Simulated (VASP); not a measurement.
Here is a VASP 6.6.1 calculation.

The input INCAR:

```
ALGO = Fast ; EDIFF = 1E-6
ENCUT = 520 ; GGA = PS
ISIF = 2 ; ISMEAR = -1
LASPH = True ; LCHARG = False
LREAL = False ; LWAVE = False
NBANDS = 10 ; NELM = 100
PREC = Accurate ; SIGMA = 0.05
```

KPOINTS

```
k-points
0
Gamma
  7 7 7
```

The input POSCAR:

```
Rb
1.0
   -2.8025000000      2.8025000000      2.8025000000
    2.8025000000     -2.8025000000      2.8025000000
    2.8025000000      2.8025000000     -2.8025000000
Rb
1
Direct
    0.0000000000      0.0000000000      0.0000000000
```

Potentials or basis: VASP PAW PBE potentials, release 64 (Rb_sv).

The run is started by

```console
$ cat potpaw_PBE.64/Rb_sv/POTCAR > POTCAR
$ mpirun -np 1 vasp_std > vasp.out
```

Estimate the pressure.

-0.1 GPa.

Caveat: the PAW data sets were made with another functional, which shifts forces and pressure a little.
